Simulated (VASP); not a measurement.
Wanted: the native input for a VASP 6.6.1 run.

```
Task                   : single point
Functional             : PBEsol
Potentials or basis    : VASP PAW PBE potentials, release 64 (Zn)
Cutoff                 : 520 eV
k mesh                 : 13 × 13 × 13
Occupations            : fermi-dirac, width 0.15 eV
Spin                   : no spin polarisation
Dipole correction      : no
Further INCAR settings : ALGO = Normal; EDIFF = 1e-06; NBANDS = 12
```

The structure of Zn lies in POSCAR:

```
Zn
1.0
    0.0000000000      1.9109191836      1.9109191836
    1.9109191836      0.0000000000      1.9109191836
    1.9109191836      1.9109191836      0.0000000000
Zn
1
Direct
    0.0000000000      0.0000000000      0.0000000000
```

These files were run (other wordings do the same):

INCAR

```
  ALGO = Normal
  EDIFF = 1E-6
  ENCUT = 520
  GGA = PS
  ISIF = 2
  ISMEAR = -1
  LASPH = T
  LCHARG = F
  LREAL = F
  LWAVE = F
  NBANDS = 12
  NELM = 80
  PREC = Accurate
  SIGMA = 0.15
```

KPOINTS

```
k-points
0
Gamma
  13 13 13
```

Potentials or basis: VASP PAW PBE potentials, release 64 (Zn).

Command:

```console
$ cat potpaw_PBE.64/Zn/POTCAR > POTCAR
$ mpirun -np 1 vasp_std > vasp.out
```

Results of the run:

```
Pressure               : 1.8 GPa
Band gap on the k mesh : zero (band 6 reaches 4.60 eV, above the bottom of band 7 at 2.47 eV)
```

Caveat: the PAW data sets were made with another functional, which shifts forces and pressure a little.

It took 14 s on 1 thread of Intel Xeon 8259CL (shared host), peak memory 0.13 GiB.
